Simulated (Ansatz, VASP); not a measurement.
## Two plane-wave programs on NaCl

```
Na Cl
1.0
     0.00000    2.71848    2.83175
     2.71848    0.00000    2.83175
     2.71848    2.71848    0.00000
Na Cl
1 1
Direct
  0.00000 0.00000 0.00000
  0.50000 0.50000 0.50000
```

Change from the starting cell: strain -0.040 along x and y, +0.000 along z, atoms carried along.

Alike in both runs: task single point; functional PBEsol; k mesh 8 × 8 × 8; occupations gaussian, width 0.05 eV; no spin polarisation.

|  | VASP | Ansatz |
| --- | --- | --- |
| version | VASP 6.6.1 | Ansatz 0.2.0 |
| potentials or method | VASP PAW PBE potentials, release 64 (Na_pv, Cl), cutoff 520 eV | scalar-relativistic, plane waves, PAW |
| valence electrons in the cell | 14 | 16 |

|  | VASP | Ansatz | Ansatz less VASP |
| --- | --- | --- | --- |
| gap on the k mesh at the Fermi level (eV) | 5.18 | 5.19 | +0.003 |
| least direct gap on the mesh (eV) | 5.18 | 5.19 | +0.003 |
| pressure (GPa) | 1.6 | 1.5 | -0.04 |
| traceless stress, the component that is largest in VASP (GPa) | -1.47 | -1.44 | +0.027 |

VASP's potentials were made for PBE, not for PBEsol. VASP's potentials hold 14 valence electrons a cell and Ansatz's 16, so a difference there can come from the potentials and not from the codes.
